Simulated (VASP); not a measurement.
**As: single point with RPBE**

Crystal: As.

```
As
1.0
     1.88080    1.08588    3.51406
    -1.88080    1.08588    3.51406
     0.00000   -2.17176    3.51406
As
2
Cartesian
  0.0000 0.0000 2.3825
  0.0000 0.0000 8.1597
```

```yaml
Program: VASP 6.6.1
Task: single point
Functional: RPBE
Potentials_or_basis: VASP PAW PBE potentials, release 64 (As)
Cutoff: 520 eV
k_mesh: 9 × 9 × 9
Occupations: fermi-dirac, width 0.05 eV
Spin: no spin polarisation
Dipole_correction: no
Further_INCAR_settings: ALGO = Normal; EDIFF = 1e-06; NBANDS = 12
```

| Property | Result |
| --- | --- |
| Pressure | 5.7 GPa |
| Largest force | 0.516 eV/Å |
| Band gap on the k mesh | zero (bands 5 and 6 overlap by 0.10 eV) |

Forces in eV/Å, atoms in the order of the input:
```
As   0.000  0.000  0.516
As   0.000  0.000 -0.516
```

Stress tensor (GPa, compression positive):
```
5.95 0.00 0.00
0.00 5.95 0.00
0.00 0.00 5.27
```

Levels at points of the mesh, in eV from the Fermi level:
```tsv
k point	band 3	band 4	band 5	band 6	band 7	band 8
(0.00, 0.00, 0.00)	-2.52	-2.10	-2.10	1.55	2.86	2.86
```

Run time: 46 s on 1 thread of Intel Xeon 8259CL (shared host), peak memory 0.19 GiB.

Caveat: the cell stands under pressure; the PAW data sets were made with another functional, which shifts forces and pressure a little.
